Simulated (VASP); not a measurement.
Crystal: PbSe (Clausthalite).

```
Pb Se
1.0
     0.00000    3.06065    3.06065
     3.06065    0.00000    3.06065
     3.06065    3.06065    0.00000
Pb Se
1 1
Direct
  0.00000 0.00000 0.00000
  0.50000 0.50000 0.50000
```

Base run:

```yaml
Program: VASP 6.6.1
Functional: PBEsol
Dispersion: D4
Potentials_or_basis: VASP PAW PBE potentials, release 64 (Pb_d, Se)
Cutoff: 520 eV
k_mesh: 6 × 6 × 6, shifted
Occupations: gaussian, width 0.01 eV
Spin: no spin polarisation
```

Its results: band gap on the k mesh 0.95 eV, direct; pressure -1.7 GPa.

Task: The run is repeated on the same cell with these changes: dispersion from D4 to none; further incar settings from ALGO = Normal; EDIFF = 1e-06; NBANDS = 17; ISYM = 0 to ALGO = Normal; EDIFF = 1e-07; NBANDS = 17; ISYM = 0. What comes out?

Result: Band gap on the k mesh 0.95 eV, direct; pressure -0.5 GPa.

Caveats: the PAW data sets were made with another functional, which shifts forces and pressure a little; spin-orbit coupling is left out, which moves the levels of the heavy elements.

A k mesh can miss the band edges.
